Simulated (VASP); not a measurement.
# CuO in VASP: a series of runs

The runs below take CuO through single point, with PBE.

All numbers are computed with VASP 6.6.1; they aren't measurements. Logs are shortened: lines on timing, memory, paths and dates and some standing lists are left out, and cuts for length are marked.

### 1 The cell of the first run

The structure is monoclinic, space group C2/c (No. 15). The conventional cell has a = 4.684 Å, b = 3.423 Å, c = 5.129 Å, α = 90.00°, β = 99.54°, γ = 90.00°. Cu (site symmetry -1) has 4 O at 1.95 to 1.96 Å within 2.6 Å. O (site symmetry 2) has 6 Cu at 1.95 to 2.78 Å and 6 O at 2.62 to 2.90 Å within 3.0 Å.

### 2 Single point, PBE

Input file INCAR:

```
PREC = Accurate ; ENCUT = 600
EDIFF = 1E-6 ; ISMEAR = -1
SIGMA = 0.1 ; LREAL = F
LASPH = T ; NELM = 120
ALGO = Normal ; ISIF = 2
LWAVE = F ; LCHARG = F
GGA = PE ; NBANDS = 25
GGA_COMPAT = F
```

Input file KPOINTS:

```
Automatic mesh
0
Gamma
  9 9 5
```

Input file POSCAR:

```
CuO
1.0
    2.3418500000     -1.7113000000      0.0000000000
    2.3418500000      1.7113000000      0.0000000000
   -0.8500274268      0.0000000000      5.0578693947
Cu O
2 2
Direct
    0.5000000000      0.0000000000      0.5000000000
    0.0000000000      0.5000000000      0.0000000000
    0.4184000000      0.5816000000      0.7500000000
    0.5816000000      0.4184000000      0.2500000000
```

Potentials or basis: VASP PAW PBE potentials, release 64 (Cu, O).

On the command line:

```
$ cat potpaw_PBE.64/Cu/POTCAR potpaw_PBE.64/O/POTCAR > POTCAR
$ mpirun -np 1 vasp_std > vasp.out
```

OUTCAR:

```text
PREC = Accurate
   ENCUT = 600
   EDIFF = 1E-6
   ISMEAR = -1
   LREAL = F
   LASPH = T
   NELM = 120
   ISIF = 2
   GGA = PE

 ion  position               nearest neighbor table
   1  0.500  0.000  0.500-   3 1.95   4 1.95   4 1.96   3 1.96
   2  0.000  0.500  0.000-   4 1.95   3 1.95   4 1.96   3 1.96
   3  0.418  0.582  0.750-   2 1.95   1 1.95   2 1.96   1 1.96
   4  0.582  0.418  0.250-   1 1.95   2 1.95   2 1.96   1 1.96

  LATTYP: Found a base centered monoclinic cell.
 ALAT       =     4.6837000000
 B/A-ratio  =     0.7307470589
 C/A-ratio  =     1.0950317057
 COS(beta)  =    -0.1657361228

  Lattice vectors:

 A1 = (   2.3418500000,  -1.7113000000,   0.0000000000)
 A2 = (   2.3418500000,   1.7113000000,   0.0000000000)
 A3 = (  -0.8500274268,   0.0000000000,   5.0578693947)

Analysis of symmetry for initial positions (statically):
=====================================================================
 Subroutine PRICEL returns:
 Original cell was already a primitive cell.

 Routine SETGRP: Setting up the symmetry group for a
 base centered monoclinic supercell.

 Subroutine GETGRP returns: Found  4 space group operations
 (whereof  2 operations were pure point group operations)
 out of a pool of  4 trial point group operations.

The static configuration has the point symmetry S_2 .
 The point group associated with its full space group is C_2h.

Analysis of symmetry for dynamics (positions and initial velocities):
=====================================================================
 Subroutine PRICEL returns:
 Original cell was already a primitive cell.

 Routine SETGRP: Setting up the symmetry group for a
 base centered monoclinic supercell.

 Subroutine GETGRP returns: Found  4 space group operations
 (whereof  2 operations were pure point group operations)
 out of a pool of  4 trial point group operations.

The dynamic configuration has the point symmetry S_2 .
 The point group associated with its full space group is C_2h.

 Subroutine INISYM returns: Found  4 space group operations
 (whereof  2 operations are pure point group operations),
 and found     1 'primitive' translations

----------------------------------------------------------------------------------------

                                     Primitive cell

  volume of cell :      40.5399

  direct lattice vectors                    reciprocal lattice vectors
     2.341850000 -1.711300000  0.000000000     0.213506416 -0.292175539  0.035881968
     2.341850000  1.711300000  0.000000000     0.213506416  0.292175539  0.035881968
    -0.850027427  0.000000000  5.057869395     0.000000000  0.000000000  0.197711709

  length of vectors
     2.900484289  2.900484289  5.128800000     0.363646877  0.363646877  0.197711709

  position of ions in fractional coordinates (direct lattice)
     0.500000000  0.000000000  0.500000000
     0.000000000  0.500000000  0.000000000
     0.418400000  0.581600000  0.750000000
     0.581600000  0.418400000  0.250000000

  ion indices of the primitive-cell ions
   primitive index   ion index
                 1           1
                 2           2
                 3           3
                 4           4

----------------------------------------------------------------------------------------

 KPOINTS: Automatic mesh

Automatic generation of k-mesh.
 Grid dimensions read from file:
 generate k-points for:    9    9    5

 Generating k-lattice:

  Cartesian coordinates                     Fractional coordinates (reciprocal lattice)
     0.023722935 -0.032463949  0.003986885     0.111111111  0.000000000 -0.000000000
     0.023722935  0.032463949  0.003986885     0.000000000  0.111111111 -0.000000000
     0.000000000  0.000000000  0.039542342     0.000000000  0.000000000  0.200000000

  Length of vectors
     0.040405209  0.040405209  0.039542342

  Shift w.r.t. Gamma in fractional coordinates (k-lattice)
     0.000000000  0.000000000  0.000000000

 Subroutine IBZKPT returns following result:
 ===========================================

 Found    115 irreducible k-points:

 Following reciprocal coordinates:
            Coordinates               Weight
  0.000000  0.000000  0.000000      1.000000
  0.111111 -0.000000  0.000000      4.000000
  0.222222 -0.000000  0.000000      4.000000
  0.333333 -0.000000  0.000000      4.000000
  0.444444 -0.000000  0.000000      4.000000
  0.111111  0.111111  0.000000      2.000000
[... 16 lines left out ...]
 -0.333333  0.333333  0.000000      2.000000
  0.444444  0.444444  0.000000      2.000000
 [... further k-points ...]
   k-points           NKPTS =    115   k-points in BZ     NKDIM =    115   number of bands    NBANDS=     25
   number of dos      NEDOS =    301   number of ions     NIONS =      4
   total plane-waves  NPLWV =  24192
   dimension x,y,z NGX =    24 NGY =   24 NGZ =   42
   dimension x,y,z NGXF=    48 NGYF=   48 NGZF=   84
   ions per type =               2   2
   NGX,Y,Z   is equivalent  to a cutoff of  13.76, 13.76, 13.61 a.u.
   NGXF,Y,Z  is equivalent  to a cutoff of  27.51, 27.51, 27.23 a.u.
 SYSTEM =  unknown system
   PREC   = accura    normal or accurate (medium, high low for compatibility)
   ISTART =      0    job   : 0-new  1-cont  2-samecut
   ICHARG =      2    charge: 1-file 2-atom 10-const
   ISPIN  =      1    spin polarized calculation?
   LNONCOLLINEAR =      F non collinear calculations
   LSORBIT =      F    spin-orbit coupling
   LASPH  =      T    aspherical Exc in radial PAW
   ENCUT  =  600.0 eV  44.10 Ry    6.64 a.u.   5.79  5.79 10.24*2*pi/ulx,y,z
   NELM   =    120;   NELMIN=  2; NELMDL= -5     # of ELM steps
   EDIFF  = 0.1E-05   stopping-criterion for ELM
   LREAL  =      F    real-space projection
   EDIFFG = 0.1E-04   stopping-criterion for IOM
   NSW    =      0    number of steps for IOM
   IBRION =     -1    ionic relax: 0-MD 1-quasi-New 2-CG
   NFREE  =      0    steps in history (QN), initial steepest desc. (CG)
   ISIF   =      2    stress and relaxation
   ISYM   =      2    0-nonsym 1-usesym 2-fastsym
   POTIM  = 0.5000    time-step for ionic-motion
   TEBEG  =    0.0;   TEEND  =   0.0 temperature during run
   PSTRESS=    0.0 pullay stress
   NELECT =      34.0000    total number of electrons
   NUPDOWN=      -1.0000    fix difference up-down
   EMIN   =  10.00;   EMAX   =-10.00  energy-range for DOS
   EFERMI =   0.00;   METHOD = LEGACY
   ISMEAR =    -1;   SIGMA  =   0.10  broadening in eV -4-tet -1-fermi 0-gaus
   EFERMI_NEDOS =   21; number of points for ismear=-14 and -15
   IALGO  =     38    algorithm
   IMIX   =      4    mixing-type and parameters
     AMIX     =   0.40;   BMIX     =  1.00
     AMIX_MAG =   1.60;   BMIX_MAG =  1.00
  volume/ion in A,a.u.               =      10.13        68.39
  Fermi-wavevector in a.u.,A,eV,Ry     =   1.543856  2.917465 32.429379  2.383492
  Thomas-Fermi vector in A             =   2.649460
   LORBIT       =      0    0 simple, 1 ext, 2 COOP (PROOUT), +10 PAW based schemes
   GGA     = PE    functional components
   LHFCALC =     F    Hartree Fock is set to
   AEXX    =    0.0000 exact exchange contribution
   IVDW    =     0    specifies the selected vdW correction
   LEPSILON=     F    determine dielectric tensor
   LRPA    =     F    only Hartree local field effects (RPA)
 non-spin polarized calculation
  energy-cutoff  :      600.00
  volume of cell :       40.54
 maximum number of plane-waves:      1365
   NGX = 11   NGY = 11   NGZ = 21

 number of electron      33.9999983 magnetization

 Free energy of the ion-electron system (eV)
  ---------------------------------------------------
  ext. energy  EPLUGINS =         0.00000000
  ---------------------------------------------------
  free energy    TOTEN  =       -19.56371976 eV

  energy without entropy =      -19.49081567  energy(sigma->0) =      -19.52726771

 E-fermi :   5.7214     XC(G=0): -11.9149

 val. band max:        5.7154380389   @ k =   0.4444  -0.0000   0.0000
 cond. band min:       5.7300355031   @ k =  -0.4444   0.4444   0.4000
 fundamental gap:      0.0145974642
 Fermi energy:         5.7213740981

 k-point     1 :       0.0000    0.0000    0.0000
  band No.  band energies     occupation
      1     -14.2108      2.00000
      2     -12.8839      2.00000
      3      -2.4328      2.00000
      4       0.1580      2.00000
      5       0.5543      2.00000
      6       2.3991      2.00000
[... 17 lines left out ...]
     24      22.1230      0.00000
     25      22.4500      0.00000

 k-point     2 :       0.1111   -0.0000    0.0000
  band No.  band energies     occupation
      1     -14.1280      2.00000
      2     -12.8575      2.00000
      3      -2.2977      2.00000
      4       0.1375      2.00000
      5       0.5202      2.00000
      6       1.5184      2.00000
[... 17 lines left out ...]
     24      21.5589      0.00000
     25      22.5957      0.00000

 k-point     3 :       0.2222   -0.0000    0.0000
  band No.  band energies     occupation
      1     -13.9089      2.00000
      2     -12.7895      2.00000
      3      -1.9460      2.00000
      4       0.0608      2.00000
      5       0.2152      2.00000
      6       0.5562      2.00000
[... 17 lines left out ...]
     24      20.5442      0.00000
     25      22.0977      0.00000

 k-point     4 :       0.3333   -0.0000    0.0000
  band No.  band energies     occupation
      1     -13.6404      2.00000
      2     -12.7109      2.00000
      3      -1.5391      2.00000
      4      -0.8154      2.00000
      5      -0.0107      2.00000
      6       0.5323      2.00000
[... 17 lines left out ...]
     24      19.3254      0.00000
     25      21.6583      0.00000
[... 477 lines left out ...]
 k-point    22 :      -0.4444    0.3333    0.0000
  band No.  band energies     occupation
      1     -13.0581      2.00000
      2     -12.5840      2.00000
      3      -1.3243      2.00000
      4      -0.5968      2.00000
      5      -0.2528      2.00000
      6       0.2887      2.00000
[... 17 lines left out ...]
     24      18.8173      0.00000
     25      19.3085      0.00000

 k-point    23 :      -0.3333    0.3333    0.0000
  band No.  band energies     occupation
      1     -13.1520      2.00000
      2     -12.5909      2.00000
      3      -0.9025      2.00000
      4      -0.7257      2.00000
      5      -0.4956      2.00000
      6       0.1624      2.00000
[... 17 lines left out ...]
     24      19.0717      0.00000
     25      19.1528      0.00000

 k-point    24 :       0.4444    0.4444    0.0000
  band No.  band energies     occupation
      1     -12.9795      2.00000
      2     -12.5834      2.00000
      3      -1.6065      2.00000
      4      -0.4074      2.00000
      5      -0.1600      2.00000
      6       0.3116      2.00000
[... 17 lines left out ...]
     24      18.4923      0.00000
     25      19.7273      0.00000

 [... further k-points ...]
[... 5 lines left out ...]
  --------------------------------------------------------------------------------------
  -------------------------------------------------------------------------------------
  Total        1.5794006      1.8308573      1.4577215      0.0000000      0.0000000     -0.2753305
  in kB       62.4194681     72.3572827     57.6105892      0.0000000      0.0000000    -10.8813325
  external PRESSURE =      64.1291133 kB  Pullay stress =       0.0000000 kB

 VOLUME and BASIS-vectors are now :
 -----------------------------------------------------------------------------
  energy-cutoff  :      600.00
  volume of cell :       40.54
      direct lattice vectors                 reciprocal lattice vectors
     2.341850000 -1.711300000  0.000000000     0.213506416 -0.292175539  0.035881968
     2.341850000  1.711300000  0.000000000     0.213506416  0.292175539  0.035881968
    -0.850027427  0.000000000  5.057869395     0.000000000  0.000000000  0.197711709

 POSITION                                       TOTAL-FORCE (eV/Angst)
 -----------------------------------------------------------------------------------
      0.74591     -0.85565      2.52893         0.000000      0.000000      0.000000
      1.17092      0.85565      0.00000         0.000000      0.000000      0.000000
      1.70433      0.27928      3.79340        -0.000000     -0.217189      0.000000
      2.12934     -0.27928      1.26447         0.000000      0.217189     -0.000000
 -----------------------------------------------------------------------------------
    total drift:                                0.000000     -0.000000     -0.000000

  FREE ENERGIE OF THE ION-ELECTRON SYSTEM (eV)
  ---------------------------------------------------
  free  energy   TOTEN  =       -19.5637197553 eV

  energy  without entropy=      -19.4908156708  energy(sigma->0) =      -19.52726771
```

Wall time 3.2 min (1 thread of Intel Xeon 8259CL, shared host); peak memory 0.25 GiB.

What came out:

* Free energy: -19.5637 eV
* Pressure: 6.4 GPa
* Largest force: 0.217 eV/Å
* Band gap on the k mesh: zero (bands 17 and 18 overlap by 0.55 eV)

Forces in eV/Å, atoms in the order of the input:
```
Cu   0.000  0.000  0.000
Cu   0.000  0.000  0.000
O    0.000 -0.217  0.000
O    0.000  0.217  0.000
```

Caveat: the cell stands under pressure; semilocal functionals often make such compounds metallic where correlation or magnetic order opens a gap, which also shifts bond lengths. With open d or f shells a metallic result of PBE can be an artefact of self-interaction; +U or a hybrid may open a gap.

### 3 Single point, PBE

Input file INCAR:

```
SYSTEM = CuO
PREC = Accurate ; ENCUT = 600
EDIFF = 1E-6 ; ISMEAR = -1
SIGMA = 0.1 ; LREAL = .FALSE.
LASPH = .TRUE. ; NELM = 120
ALGO = Normal ; ISIF = 2
LWAVE = .FALSE. ; LCHARG = .TRUE.
GGA = PE ; LELF = .TRUE.
LVHAR = .TRUE. ; NBANDS = 25
GGA_COMPAT = .FALSE.
```

Input file KPOINTS:

```
Automatic mesh
0
G
  9 9 5
  0 0 0
```

Edit POSCAR of step 2 so:

```diff
@@ -10,3 +10,3 @@
     0.0000000000      0.5000000000      0.0000000000
-    0.4184000000      0.5816000000      0.7500000000
+    0.4187588197      0.5819588197      0.7519771171
     0.5816000000      0.4184000000      0.2500000000
```

Potentials or basis: VASP PAW PBE potentials, release 64 (Cu, O).

On the command line:

```
$ cat potpaw_PBE.64/Cu/POTCAR potpaw_PBE.64/O/POTCAR > POTCAR
$ mpirun -np 1 vasp_std > vasp.out
```

Wall time 6 min (1 thread of Intel Xeon 8259CL, shared host); peak memory 0.32 GiB.

The run converged. Its results:

| Quantity | Value |
| --- | --- |
| Free energy | -19.5631 eV |
| Pressure | 6.4 GPa |
| Largest force | 0.251 eV/Å |
| Band gap on the k mesh | zero (bands 17 and 18 overlap by 0.55 eV) |

Forces in eV/Å, atoms in the order of the input:
```
Cu  -0.005  0.011  0.056
Cu  -0.006 -0.012  0.058
O    0.012 -0.216 -0.126
O   -0.002  0.217  0.013
```

Stress tensor (GPa, compression positive):
```
 6.18 -0.13 -1.09
-0.13  7.17 -0.18
-1.09 -0.18  5.70
```

Levels at points of the mesh, in eV from the Fermi level:
```tsv
k point	band 14	band 15	band 16	band 17	band 18	band 19	band 20	band 21
(0.00, 0.00, 0.00)	-2.24	-2.18	-1.68	0.21	0.94	1.72	6.05	8.17
```

Caveat: the cell stands under pressure; semilocal functionals often make such compounds metallic where correlation or magnetic order opens a gap, which also shifts bond lengths. With open d or f shells a metallic result of PBE can be an artefact of self-interaction; +U or a hybrid may open a gap.

### 4 Single point, PBE

Input file INCAR:

```
PREC = Accurate
ENCUT = 600
EDIFF = 1E-6
ISMEAR = -1
SIGMA = 0.1
LREAL = False
LASPH = True
NELM = 120
ALGO = Normal
ISIF = 2
LWAVE = False
LCHARG = False
GGA = PE
NBANDS = 25
GGA_COMPAT = False
```

Input file KPOINTS:

```
regular mesh
0
Gamma
  9 9 5
```

Edit POSCAR of step 3 so:

```diff
@@ -10,3 +10,3 @@
     0.0000000000      0.5000000000      0.0000000000
-    0.4187588197      0.5819588197      0.7519771171
+    0.4180411803      0.5812411803      0.7480228829
     0.5816000000      0.4184000000      0.2500000000
```

On the command line:

```
$ cat potpaw_PBE.64/Cu/POTCAR potpaw_PBE.64/O/POTCAR > POTCAR
$ mpirun -np 1 vasp_std > vasp.out
```

It took 4.2 min on 1 thread of Intel Xeon 8259CL, shared host; peak memory 0.33 GiB.

It converged, with:

- Free energy: -19.5631 eV
- Pressure: 6.4 GPa
- Largest force: 0.251 eV/Å
- Band gap on the k mesh: zero (bands 17 and 18 overlap by 0.55 eV)

Forces on the atoms (eV/Å):
```
Cu   0.006 -0.012 -0.058
Cu   0.005  0.011 -0.055
O   -0.012 -0.216  0.126
O    0.002  0.217 -0.013
```

Stress tensor (GPa, compression positive):
```
 6.19  0.13 -1.09
 0.13  7.18  0.18
-1.09  0.18  5.71
```

Levels at points of the mesh, in eV from the Fermi level:
```
           k point  band 13  band 14  band 15  band 16  band 17  band 18  band 19  band 20  band 21  band 22
(0.00, 0.00, 0.00)    -2.40    -2.24    -2.18    -1.68     0.21     0.94     1.72     6.05     8.17    13.39
```

Caveat: the cell stands under pressure; semilocal functionals often make such compounds metallic where correlation or magnetic order opens a gap, which also shifts bond lengths. With open d or f shells a metallic result of PBE can be an artefact of self-interaction; +U or a hybrid may open a gap.

### 5 The runs side by side

| cell | gap on the mesh (eV) | pressure (GPa) | largest force (eV/Å) |
| --- | --- | --- | --- |
| as given, atomic positions A | none | 6.4 | 0.22 |
| as given, atomic positions B | none | 6.4 | 0.25 |
| as given, atomic positions C | none | 6.4 | 0.25 |

Alike in all rows: task single point; level PBE; potentials or basis VASP PAW PBE potentials, release 64 (Cu, O); no spin polarisation; k mesh 9 × 9 × 5; cutoff (eV) 600; smearing fermi-dirac 0.1 eV.

Caveats: the cell stands under pressure; semilocal functionals often make such compounds metallic where correlation or magnetic order opens a gap, which also shifts bond lengths.

Total energies depend on the potentials used, so only differences within one code and one set of settings carry meaning.
